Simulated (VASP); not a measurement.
## K: single point with PBEsol

K:

```xyz
1
Lattice="0.0000 2.3688 2.3688 2.3688 0.0000 2.3688 2.3688 2.3688 0.0000" Properties=species:S:1:pos:R:3 pbc="T T T"
K     0.0000    0.0000    0.0000
```

This isn't the form of K at room conditions, which is bcc.

```yaml
Program: VASP 6.6.1
Task: single point
Functional: PBEsol
Potentials_or_basis: VASP PAW PBE potentials, release 64 (K_sv)
Cutoff: 500 eV
k_mesh: 11 × 11 × 11
Occupations: methfessel-paxton, width 0.05 eV
Spin: no spin polarisation
Dipole_correction: no
Further_INCAR_settings: ALGO = Normal; EDIFF = 1e-06; NBANDS = 10
```

```yaml
Pressure: 20.0 GPa
Band_gap_on_the_k_mesh: zero (an odd number of electrons rules out a gap without spin polarisation)
```

Levels at points of the mesh, in eV from the Fermi level:
| k point | band 1 | band 2 | band 3 | band 4 | band 5 | band 6 | band 7 | band 8 | band 9 | band 10 |
| --- | --- | --- | --- | --- | --- | --- | --- | --- | --- | --- |
| (0.00, 0.00, 0.00) | -32.40 | -15.22 | -15.22 | -15.22 | -3.42 | 4.56 | 4.56 | 4.56 | 7.10 | 7.10 |

Run time: 4.9 s on 1 thread of Intel(R) Xeon(R) 6975P-C (Granite Rapids), on a shared host, peak memory 0.14 GiB.

Caveat: the cell stands under pressure; the PAW data sets were made with another functional, which shifts forces and pressure a little.
